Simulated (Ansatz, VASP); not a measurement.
# Zn in VASP and in Ansatz

INCAR

```
SYSTEM = Zn
PREC     = Accurate       ! precision mode
ENCUT    = 520            ! plane-wave cutoff, eV
EDIFF    = 1E-6           ! SCF threshold, eV
ISMEAR   = -1             ! smearing method
SIGMA    = 0.1            ! smearing width, eV
LREAL    = .False.        ! projectors in reciprocal space
LASPH    = .True.         ! aspherical terms in the spheres
NELM     = 100            ! most SCF steps
ALGO     = Normal         ! electronic algorithm
ISIF     = 2              ! what is computed and relaxed
LWAVE    = .False.        ! write WAVECAR
LCHARG   = .False.        ! write CHGCAR
LDIPOL   = .True.       
IDIPOL   = 3            
DIPOL    = 0.5 0.5 0.500
GGA      = PE             ! functional
NBANDS   = 45             ! bands
```

The input KPOINTS:

```
Automatic mesh
0
Gamma
  14 7 1
  0 0 0
```

POSCAR

```
Zn
1.0
    2.6358129023      0.0000000000      0.0000000000
    0.0000000000      5.0929172529      0.0000000000
    0.0000000000      0.0000000000     11.8674000000
Zn
6
Direct
    0.7500000000      0.7500000000      0.2954741725
    0.2500000000      0.2500000000      0.2949253291
    0.2500000000      0.7500000000      0.5002735550
    0.7500000000      0.2500000000      0.4997264380
    0.7500000000      0.7500000000      0.7050746709
    0.2500000000      0.2500000000      0.7045258297
```

Input for Ansatz:

```yaml
crystal:
  lattice:
    - [2.6358129023, 0.0, 0.0]
    - [0.0, 5.0929172529, 0.0]
    - [0.0, 0.0, 11.8674]
  atoms:
    - { symbol: Zn, position: [0.75, 0.75, 0.2954741725] }
    - { symbol: Zn, position: [0.25, 0.25, 0.2949253291] }
    - { symbol: Zn, position: [0.25, 0.75, 0.500273555] }
    - { symbol: Zn, position: [0.75, 0.25, 0.499726438] }
    - { symbol: Zn, position: [0.75, 0.75, 0.7050746709] }
    - { symbol: Zn, position: [0.25, 0.25, 0.7045258297] }
kpoints:
  mp_grid: { grid: [14, 7, 1] }
scf:
  occupations: { method: fermi_dirac, width: 0.1 }
hamiltonian:
  xc: pbe
  pseudopotentials: { kind: all_electron, lapw: { basis_error: 0.001 } }
output:
  forces: true
  stress: true
  eigenvalues: true
efield:
  axis: 3
  amplitude: 0
  dipole_correction: true
```

Alike in both runs: task single point; functional PBE; k mesh 14 × 7 × 1; occupations fermi-dirac, width 0.1 eV; no spin polarisation.

|  | VASP | Ansatz |
| --- | --- | --- |
| version | VASP 6.6.1 | Ansatz 0.2.0 |
| potentials or method | VASP PAW PBE potentials, release 64 (Zn), cutoff 520 eV | all-electron LAPW, scalar-relativistic |

```tsv
	VASP	Ansatz	Ansatz less VASP
rms of the force components (eV/Å)	0.002	0.004	+0.0015
```

Atom by atom the forces differ by 0.005 eV/Å (rms over components). Ansatz ran all-electron here, and VASP with PAW potentials. Ansatz's warnings: vacuum density over bound.
